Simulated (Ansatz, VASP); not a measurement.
Two plane-wave programs on GaP

```
Ga P
1.0
     0.00000    2.72581    2.72581
     2.72581    0.00000    2.72581
     2.72581    2.72581    0.00000
Ga P
1 1
Direct
  0.00000 0.00000 0.00000
  0.25000 0.25000 0.25000
```

Alike in both runs: task single point; functional LDA; k mesh 6 × 6 × 6; occupations gaussian, width 0.1 eV; no spin polarisation.

|  | VASP | Ansatz |
| --- | --- | --- |
| version | VASP 6.6.1 | Ansatz 0.2.0 |
| potentials or method | VASP PAW LDA potentials, release 64 (Ga_d, P), cutoff 500 eV | scalar-relativistic, plane waves, PAW |
| valence electrons in the cell | 18 | 18 |

VASP gave:

* gap on the k mesh at the Fermi level (eV): 1.49
* least direct gap on the mesh (eV): 1.63
* pressure (GPa): -2.7

Q: Estimate Ansatz's values.

A: gap on the k mesh at the Fermi level (eV): 1.49; least direct gap on the mesh (eV): 1.60; pressure (GPa): -2.8.

LDA's correlation is that of Perdew and Zunger in VASP and of Perdew and Wang (1992) in Ansatz.
